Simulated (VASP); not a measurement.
# BAs (I-4m2) in VASP: a series of runs, part 2 of 2

VASP 6.6.1. Earlier steps stand in the parts before.

### 4 Electric field gradients, LDA (equal xx and yy strain of -1 %)

File INCAR:

```
SYSTEM = BAs
ALGO = Normal
EDIFF = 1E-8
ENCUT = 520
GGA = CA
ISIF = 2
ISMEAR = -1
LASPH = .True.
LCHARG = .False.
LEFG = .True.
LREAL = .False.
LWAVE = .False.
NBANDS = 11
NELM = 80
PREC = Accurate
SIGMA = 0.05
```

File KPOINTS:

```
k-points
0
Gamma
  13 13 13
  0 0 0
```

File POSCAR:

```
BAs
1.0
    0.0000000000      2.3646150000      2.3885000000
    2.3646150000      0.0000000000      2.3885000000
    2.3646150000      2.3646150000      0.0000000000
B As
1 1
Direct
    0.0000000000      0.0000000000      0.0000000000
    0.7500000000      0.7500000000      0.7500000000
```

Potentials or basis: VASP PAW LDA potentials, release 64 (B, As).

Command:

```console
$ cat potpaw_LDA.64/B/POTCAR potpaw_LDA.64/As/POTCAR > POTCAR
$ mpirun -np 1 vasp_std > vasp.out
```

OUTCAR:

```text
SYSTEM = BAs
   EDIFF = 1E-8
   ENCUT = 520
   GGA = CA
   ISIF = 2
   ISMEAR = -1
   LASPH = .True.
   LREAL = .False.
   NELM = 80
   PREC = Accurate

 ion  position               nearest neighbor table
   1  0.000  0.000  0.000-   2 2.05   2 2.05   2 2.05   2 2.05
   2  0.750  0.750  0.750-   1 2.05   1 2.05   1 2.05   1 2.05

  LATTYP: Found a body centered tetragonal cell.
 ALAT       =     3.3440706028
 C/A-ratio  =     1.4284985479

  Lattice vectors:

 A1 = (  -2.3646150000,   0.0000000000,   2.3885000000)
 A2 = (   2.3646150000,   0.0000000000,   2.3885000000)
 A3 = (   0.0000000000,   2.3646150000,  -2.3885000000)

Analysis of symmetry for initial positions (statically):
=====================================================================
 Subroutine PRICEL returns:
 Original cell was already a primitive cell.

 Routine SETGRP: Setting up the symmetry group for a
 body centered tetragonal supercell.

 Subroutine GETGRP returns: Found  8 space group operations
 (whereof  8 operations were pure point group operations)
 out of a pool of 16 trial point group operations.

The static configuration has the point symmetry D_2d.

Analysis of symmetry for dynamics (positions and initial velocities):
=====================================================================
 Subroutine PRICEL returns:
 Original cell was already a primitive cell.

 Routine SETGRP: Setting up the symmetry group for a
 body centered tetragonal supercell.

 Subroutine GETGRP returns: Found  8 space group operations
 (whereof  8 operations were pure point group operations)
 out of a pool of 16 trial point group operations.

The dynamic configuration has the point symmetry D_2d.

 Subroutine INISYM returns: Found  8 space group operations
 (whereof  8 operations are pure point group operations),
 and found     1 'primitive' translations

----------------------------------------------------------------------------------------

                                     Primitive cell

  volume of cell :      26.7101

  direct lattice vectors                    reciprocal lattice vectors
     0.000000000  2.364615000  2.388500000    -0.211450913  0.211450913  0.209336404
     2.364615000  0.000000000  2.388500000     0.211450913 -0.211450913  0.209336404
     2.364615000  2.364615000  0.000000000     0.211450913  0.211450913 -0.209336404

  length of vectors
     3.361002283  3.361002283  3.344070603     0.365026995  0.365026995  0.365026995

  position of ions in fractional coordinates (direct lattice)
     0.000000000  0.000000000  0.000000000
     0.750000000  0.750000000  0.750000000

  ion indices of the primitive-cell ions
   primitive index   ion index
                 1           1
                 2           2

----------------------------------------------------------------------------------------

 KPOINTS: k-points

Automatic generation of k-mesh.
 Grid dimensions read from file:
 generate k-points for:   13   13   13

[... 73 lines left out ...]
   PSTRESS=    0.0 pullay stress
   NELECT =       8.0000    total number of electrons
   NUPDOWN=      -1.0000    fix difference up-down
   EMIN   =  10.00;   EMAX   =-10.00  energy-range for DOS
   EFERMI =   0.00;   METHOD = LEGACY
   ISMEAR =    -1;   SIGMA  =   0.05  broadening in eV -4-tet -1-fermi 0-gaus
   EFERMI_NEDOS =   21; number of points for ismear=-14 and -15
   IALGO  =     38    algorithm
   IMIX   =      4    mixing-type and parameters
     AMIX     =   0.40;   BMIX     =  1.00
     AMIX_MAG =   1.60;   BMIX_MAG =  1.00
  volume/ion in A,a.u.               =      13.36        90.12
  Fermi-wavevector in a.u.,A,eV,Ry     =   1.095333  2.069879 16.323645  1.199754
  Thomas-Fermi vector in A             =   2.231654
   LORBIT       =      0    0 simple, 1 ext, 2 COOP (PROOUT), +10 PAW based schemes
   GGA     = CA    functional components
   LHFCALC =     F    Hartree Fock is set to
   AEXX    =    0.0000 exact exchange contribution
   IVDW    =     0    specifies the selected vdW correction
   LEPSILON=     F    determine dielectric tensor
   LRPA    =     F    only Hartree local field effects (RPA)
 non-spin polarized calculation
  energy-cutoff  :      520.00
  volume of cell :       26.71
 maximum number of plane-waves:       732
 NGX is ok and might be reduce to    28
   NGX = 13   NGY = 13   NGZ = 13

 number of electron       8.0000000 magnetization

 Free energy of the ion-electron system (eV)
  ---------------------------------------------------
  ext. energy  EPLUGINS =         0.00000000
  ---------------------------------------------------
  free energy    TOTEN  =       -12.92565921 eV

  energy without entropy =      -12.92565909  energy(sigma->0) =      -12.92565915

 E-fermi :   6.9186     XC(G=0): -10.8680

 val. band max:        6.4186228080   @ k =   0.0000   0.0000   0.0000
 cond. band min:       7.4526534252   @ k =   0.3846   0.0000   0.3846
 fundamental gap:      1.0340306172
 Fermi energy:         6.9185756580

 k-point     1 :       0.0000    0.0000    0.0000
  band No.  band energies     occupation
      1      -9.1746      2.00000
      2       6.3191      1.99999
      3       6.4186      1.99991
      4       6.4186      1.99991
      5       9.6402      0.00000
      6       9.6402      0.00000
      7       9.7044      0.00000
      8      11.3349      0.00000
      9      15.8444      0.00000
     10      19.3558      0.00000
     11      19.6434      0.00000
[... 309 lines left out ...]
 k-point    24 :       0.4615    0.1538    0.0000
  band No.  band energies     occupation
      1      -6.4018      2.00000
      2      -1.5346      2.00000
      3       2.9999      2.00000
      4       3.8463      2.00000
      5       9.5201      0.00000
      6      11.7353      0.00000
      7      12.7411      0.00000
      8      14.3854      0.00000
      9      18.0420      0.00000
     10      20.4274      0.00000
     11      21.4553      0.00000

 [... further k-points ...]
[... 5 lines left out ...]
  --------------------------------------------------------------------------------------
  -------------------------------------------------------------------------------------
  Total        0.0760940      0.0760940     -0.2832003      0.0000000      0.0000000      0.0000000
  in kB        4.5644150      4.5644150    -16.9874514      0.0000000      0.0000000      0.0000000
  external PRESSURE =      -2.6195404 kB  Pullay stress =       0.0000000 kB

 VOLUME and BASIS-vectors are now :
 -----------------------------------------------------------------------------
  energy-cutoff  :      520.00
  volume of cell :       26.71
      direct lattice vectors                 reciprocal lattice vectors
     0.000000000  2.364615000  2.388500000    -0.211450913  0.211450913  0.209336404
     2.364615000  0.000000000  2.388500000     0.211450913 -0.211450913  0.209336404
     2.364615000  2.364615000  0.000000000     0.211450913  0.211450913 -0.209336404

 POSITION                                       TOTAL-FORCE (eV/Angst)
 -----------------------------------------------------------------------------------
      0.00000      0.00000      0.00000        -0.000000     -0.000000     -0.000000
      3.54692      3.54692      3.58275         0.000000      0.000000      0.000000
 -----------------------------------------------------------------------------------
    total drift:                                0.000000      0.000000      0.000000

  FREE ENERGIE OF THE ION-ELECTRON SYSTEM (eV)
  ---------------------------------------------------
  free  energy   TOTEN  =       -12.9256592133 eV

  energy  without entropy=      -12.9256590854  energy(sigma->0) =      -12.92565915

 Electric field gradients (V/A^2)
---------------------------------------------------------------------
 ion       V_xx      V_yy      V_zz      V_xy      V_xz      V_yz
---------------------------------------------------------------------
   1      -0.037    -0.037     0.074     0.000     0.000     0.000
   2      -0.669    -0.669     1.339     0.000     0.000     0.000
---------------------------------------------------------------------

 Electric field gradients after diagonalization (V/A^2)
 (convention: |V_zz| > |V_xx| > |V_yy|)
----------------------------------------------------------------------
 ion       V_xx      V_yy      V_zz     asymmetry (V_yy - V_xx)/ V_zz
----------------------------------------------------------------------
   1      -0.037    -0.037     0.074       0.000
   2      -0.670    -0.669     1.339       0.000
----------------------------------------------------------------------

           NMR quadrupolar parameters

 Cq : quadrupolar parameter    Cq=e*Q*V_zz/h
 eta: asymmetry parameters     (V_yy - V_xx)/ V_zz
 Q  : nuclear electric quadrupole moment in mb (millibarn)
----------------------------------------------------------------------
 ion       Cq(MHz)       eta       Q (mb)
----------------------------------------------------------------------
   1       0.000       0.000       1.000
   2       0.003       0.000       1.000
----------------------------------------------------------------------
```

OSZICAR:

```text
N       E                     dE             d eps       ncg     rms          rms(c)
DAV:   1     0.108651291189E+02    0.10865E+02   -0.38241E+03  4312   0.642E+02
DAV:   2    -0.129891650056E+02   -0.23854E+02   -0.22662E+02  5746   0.105E+02
DAV:   3    -0.136894003286E+02   -0.70024E+00   -0.69876E+00  5403   0.168E+01
DAV:   4    -0.136913308825E+02   -0.19306E-02   -0.19305E-02  4755   0.996E-01
DAV:   5    -0.136913339820E+02   -0.30995E-05   -0.30997E-05  5181   0.425E-02    0.516E+00
DAV:   6    -0.130237957055E+02    0.66754E+00   -0.17547E+00  4642   0.537E+00    0.243E+00
DAV:   7    -0.129390713973E+02    0.84724E-01   -0.20808E-01  5112   0.227E+00    0.904E-01
DAV:   8    -0.129256267829E+02    0.13445E-01   -0.23760E-02  4930   0.816E-01    0.999E-02
DAV:   9    -0.129256523946E+02   -0.25612E-04   -0.77411E-04  4876   0.171E-01    0.591E-02
DAV:  10    -0.129256578450E+02   -0.54503E-05   -0.76382E-05  4597   0.496E-02    0.130E-02
DAV:  11    -0.129256593567E+02   -0.15118E-05   -0.19632E-06  5226   0.868E-03    0.125E-02
DAV:  12    -0.129256592116E+02    0.14512E-06   -0.82327E-07  4723   0.378E-03    0.345E-03
DAV:  13    -0.129256592133E+02   -0.16748E-08   -0.32641E-08  5083   0.120E-03
   1 F= -.12925659E+02 E0= -.12925659E+02  d E =-.127917E-06
```

Wall time 39 s (1 thread of Intel Xeon 6975P-C, shared host); peak memory 0.19 GiB.

What came out:

- Free energy: -12.9257 eV
- Pressure: -0.3 GPa
- Band gap on the k mesh: 1.03 eV, indirect (least direct gap 3.22 eV)

Stress tensor (GPa, compression positive):
```
 0.46  0.00  0.00
 0.00  0.46  0.00
 0.00  0.00 -1.70
```

Electric field gradients, principal values (V/Å²):
| atom | least | middle | greatest (by size) |
| --- | --- | --- | --- |
| 1 B | -0.037 | -0.037 | 0.074 |
| 2 As | -0.669 | -0.670 | 1.339 |

Caveat: the cell differs from its parent crystal (equal xx and yy strain of -1 %); without QUAD_EFG the Cq values of the log hold for a quadrupole moment of 1 mb, not for the nuclei. A k mesh can miss the band edges.
